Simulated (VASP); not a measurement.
Here is a VASP 6.6.1 calculation.

Contents of POSCAR:

```
CoO
1.0
    2.6660702605      0.0000000000      0.0000000000
    0.0000000000      2.6660702605      0.0000000000
    0.0000000000      0.0000000000      2.6660702605
Co O
1 1
Direct
    0.0000000000      0.0000000000      0.0000000000
    0.5000000000      0.5000000000      0.5000000000
```

INCAR.step1

```
SYSTEM = CoO
ALGO = Normal ; EDIFF = 1E-5
ENCUT = 660 ; GGA = PE
GGA_COMPAT = .False. ; ISMEAR = 0
LASPH = .True. ; LCHARG = .False.
LDAU = .True. ; LDAUJ = 0 0
LDAUL = 2 -1 ; LDAUTYPE = 2
LDAUU = 3.32 0 ; LMAXMIX = 4
LREAL = .False. ; LWAVE = .True.
NBANDS = 18 ; NELM = 200
PREC = Accurate ; SIGMA = 0.02
```

File INCAR.step2:

```
SYSTEM = CoO
ALGO = Normal ; EDIFF = 1E-6
ENCUT = 660 ; GGA_COMPAT = .False.
ISIF = 2 ; ISMEAR = 0
ISTART = 1 ; LASPH = .True.
LCHARG = .False. ; LDAU = .True.
LDAUJ = 0 0 ; LDAUL = 2 -1
LDAUPRINT = 1 ; LDAUTYPE = 2
LDAUU = 3.32 0 ; LMAXMIX = 4
LMIXTAU = .True. ; LREAL = .False.
LWAVE = .False. ; METAGGA = R2SCAN
NBANDS = 18 ; NELM = 200
PREC = Accurate ; SIGMA = 0.02
```

KPOINTS

```
k-points
0
Gamma
  10 10 10
  0 0 0
```

Potentials or basis: VASP PAW PBE potentials, release 64 (Co_sv, O).

The run is started by

```sh
$ cat potpaw_PBE.64/Co_sv/POTCAR potpaw_PBE.64/O/POTCAR > POTCAR
$ cp INCAR.step1 INCAR
$ mpirun -np 1 vasp_std > vasp.out
$ cp INCAR.step2 INCAR
$ mpirun -np 1 vasp_std > vasp.out
```

Question: Predict the pressure.

Answer: -28.6 GPa.

Question: What does it give for the band gap on the k mesh?

Answer: Zero (an odd number of electrons rules out a gap without spin polarisation).

Eigenvalues of the final occupation matrices:
```
    site  spin  trace               eigenvalues
site 1 d     1   3.45  0.55 0.55 0.55 0.90 0.90
site 1 d     2   3.45  0.55 0.55 0.55 0.90 0.90
```

Caveat: the cell stands under tension; the PAW data sets were made with another functional, which shifts forces and pressure a little; an odd number of electrons without spin polarisation forces a metal; a magnetic or distorted state may lie lower; the run has no spin polarisation, though such a crystal can be magnetic; U without spin polarisation on a metal has little footing. Spin polarisation is off, so any magnetic state and its effect on volume and gap are missing.
